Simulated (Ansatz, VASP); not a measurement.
**One calculation of Pt, two programs**

```
CELL_PARAMETERS angstrom
0.00000 1.96239 1.96239
1.96239 0.00000 1.96239
1.96239 1.96239 0.00000
ATOMIC_POSITIONS crystal
Pt 0.00000 0.00000 0.00000
```

Alike in both runs: functional r2SCAN; dispersion rVV10; k mesh 18 × 18 × 18; occupations gaussian, width 0.1 eV; no spin polarisation.

Ansatz relaxed the structure, and its values are those at the end. VASP's run is a single point on that final structure, the one shown.

|  | VASP | Ansatz |
| --- | --- | --- |
| version | VASP 6.6.1 | Ansatz 0.2.0 |
| potentials or method | VASP PAW PBE potentials, release 64 (Pt), cutoff 550 eV | scalar-relativistic, plane waves, PAW |
| valence electrons in the cell | 10 | 18 |

```tsv
	VASP	Ansatz	Ansatz less VASP
gap on the k mesh at the Fermi level (eV)	none	none	-
pressure (GPa)	2.1	0.0	-2.14
```

VASP's potentials were made for PBE, not for r2SCAN. A gap of «none» marks a metal or a gap that the smearing closes. VASP's potentials hold 10 valence electrons a cell and Ansatz's 18, so a difference there can come from the potentials and not from the codes.

Neither program's run includes spin-orbit coupling.
